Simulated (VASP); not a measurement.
Ge2TeO3:

```
CELL_PARAMETERS angstrom
4.43570 0.00000 0.00000
-2.21785 3.84143 0.00000
0.00000 0.00000 6.67798
ATOMIC_POSITIONS crystal
Ge 0.33333 0.66667 0.50000
Ge 0.66667 0.33333 0.50000
Te 0.00000 0.00000 0.50000
O 0.33333 0.66667 0.00000
O 0.66667 0.33333 0.00000
O 0.00000 0.00000 0.00000
```

The cell was generated, and may not be a known phase.

```yaml
Program: VASP 6.6.1
Task: relaxation of cell and atoms
Functional: PBE
Potentials_or_basis: VASP PAW PBE potentials, release 64 (Ge_d, Te, O)
Cutoff: 600 eV
k_mesh: 6 × 6 × 4
Occupations: gaussian, width 0.1 eV
Spin: no spin polarisation
```

At the start: pressure 10.6 GPa; volume 18.96 Å³/atom.

How do energy, volume and symmetry change on relaxing?

Over 15 steps the energy falls by 2384.6 meV/atom and the volume is 16.27 Å³/atom (-14.2 %); space group P6/mmm (No. 191, to 0.1 Å) before and after.

The path:
```
step  energy change (eV)  largest force (eV/Å)  pressure (GPa)  volume (Å³)
   1              0.0000                0.0000           10.61       113.79
   2             -2.7454                0.0000           -6.67       133.99
   3             -3.1528                0.0000           -9.88       140.70
   4             -3.7789                0.0000          -13.36       153.42
   5             -7.3706                0.0000          -17.44       144.15
   6             -9.1877                0.0000           18.70       118.60
   7            -10.1894                0.0000          -19.11       138.25
   8            -13.0555                0.0000          -11.66       129.21
   9            -13.1127                0.0000           -9.52       127.97
  10            -13.8781                0.0000           -5.49       114.45
  11            -14.2724                0.0000           -0.62       101.14
  12            -14.2967                0.0000            1.67        96.81
  13            -14.2974                0.0000            1.27        97.50
  14            -14.2757                0.0000           -2.11        97.86
  15            -14.3074                0.0000           -0.01        97.63
```

Final structure:
```
CELL_PARAMETERS angstrom
5.42883 0.00000 0.00000
-2.71442 4.70151 0.00000
0.00000 0.00000 3.82514
ATOMIC_POSITIONS crystal
Ge 0.33333 0.66667 0.50000
Ge 0.66667 0.33333 0.50000
Te 0.00000 0.00000 0.50000
O 0.33333 0.66667 0.00000
O 0.66667 0.33333 0.00000
O 0.00000 0.00000 0.00000
```

Caveat: a cell axis changed by over 15 % at a fixed basis, so the end point is rough.
